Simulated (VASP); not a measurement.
Wanted: the native input for a VASP 6.6.1 run.

| Property | Result |
| --- | --- |
| Task | relaxation of cell and atoms |
| Functional | PBEsol |
| Potentials or basis | VASP PAW PBE potentials, release 64 (Sn_d, S) |
| Cutoff | 500 eV |
| k mesh | 12 × 12 × 6 |
| Occupations | gaussian, width 0.02 eV |
| Spin | no spin polarisation |
| Dipole correction | no |
| Further INCAR settings | ALGO = Normal; EDIFF = 1e-07; IBRION = 2; EDIFFG = -0.005; NSW = 100; ISIF = 3 |

The structure of SnS2 lies in POSCAR:

```
SnS2
1.0
    3.6390000000      0.0000000000      0.0000000000
   -1.8195000000      3.1514664444      0.0000000000
    0.0000000000      0.0000000000      5.8680000000
Sn S
1 2
Direct
    0.0000000000      0.0000000000      0.0000000000
    0.3333333333      0.6666666667      0.2500000000
    0.6666666667      0.3333333333      0.7500000000
```

The input as run:

INCAR

```
PREC     = Accurate       # precision mode
ENCUT    = 500            # plane-wave cutoff, eV
EDIFF    = 1E-7           # SCF threshold, eV
ISMEAR   = 0              # smearing method
SIGMA    = 0.02           # smearing width, eV
LREAL    = F              # projectors in reciprocal space
LASPH    = T              # aspherical terms in the spheres
NELM     = 120            # most SCF steps
ALGO     = Normal         # electronic algorithm
ISIF     = 3              # what is computed and relaxed
LWAVE    = F              # write WAVECAR
LCHARG   = F              # write CHGCAR
GGA      = PS             # functional
IBRION   = 2              # ionic algorithm
NSW      = 100            # ionic steps
EDIFFG   = -0.005         # ionic threshold
GGA_COMPAT= F            
NELMIN   = 4
```

KPOINTS

```
Automatic mesh
0
Gamma
  12 12 6
```

Potentials or basis: VASP PAW PBE potentials, release 64 (Sn_d, S).

Command:

```console
$ cat potpaw_PBE.64/Sn_d/POTCAR potpaw_PBE.64/S/POTCAR > POTCAR
$ mpirun -np 1 vasp_std > vasp.out
```

Results of the run:

```json
{"Relaxed volume": "23.33 Å³/atom", "Relaxed cell": "a = 3.649 Å, b = 3.649 Å, c = 6.069 Å, α = 90.00°, β = 90.00°, γ = 120.00°", "Space group after relaxing (to 0.1 Å)": "P-3m1 (No. 164)", "Energy gained by relaxing": "1.7 meV/atom", "Ionic steps": "16", "Pressure after relaxing": "0.0 GPa", "Band gap on the k mesh": "1.44 eV (least direct gap 1.84 eV)"}
```

Caveat: the PAW data sets were made with another functional, which shifts forces and pressure a little; spin-orbit coupling is left out, which moves the levels of the heavy elements; this functional lacks dispersion, which binds the layers, so the pressure and a relaxed spacing across them are unreliable.

Run time: 27 min on 1 thread of Intel Xeon 8259CL, with other jobs on the host, peak memory 0.27 GiB.
